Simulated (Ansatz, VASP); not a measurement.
One calculation of Mg, two programs

```
Mg
1.0
     3.19531    0.00000    0.00000
    -1.59766    2.76722    0.00000
     0.00000    0.00000    5.18794
Mg
2
Direct
  0.33333 0.66667 0.25000
  0.66667 0.33333 0.75000
```

Alike in both runs: task single point; functional PBE; k mesh 3 × 3 × 2; occupations fermi-dirac, width 0.1 eV; no spin polarisation.

|  | VASP | Ansatz |
| --- | --- | --- |
| version | VASP 6.6.1 | Ansatz 0.2.0 |
| potentials or method | VASP PAW PBE potentials, release 64 (Mg), cutoff 520 eV | plane waves (420 eV) with PAW, scalar-relativistic |
| valence electrons in the cell | 4 | 20 |

|  | VASP | Ansatz | Ansatz less VASP |
| --- | --- | --- | --- |
| pressure (GPa) | 0.6 | 0.8 | +0.13 |
| traceless stress, the component that is largest in VASP (GPa) | -1.30 | -1.28 | +0.020 |

VASP's potentials hold 4 valence electrons a cell and Ansatz's 20, so a difference there can come from the potentials and not from the codes.

The k mesh is coarse, so the values compare programs but aren't converged.
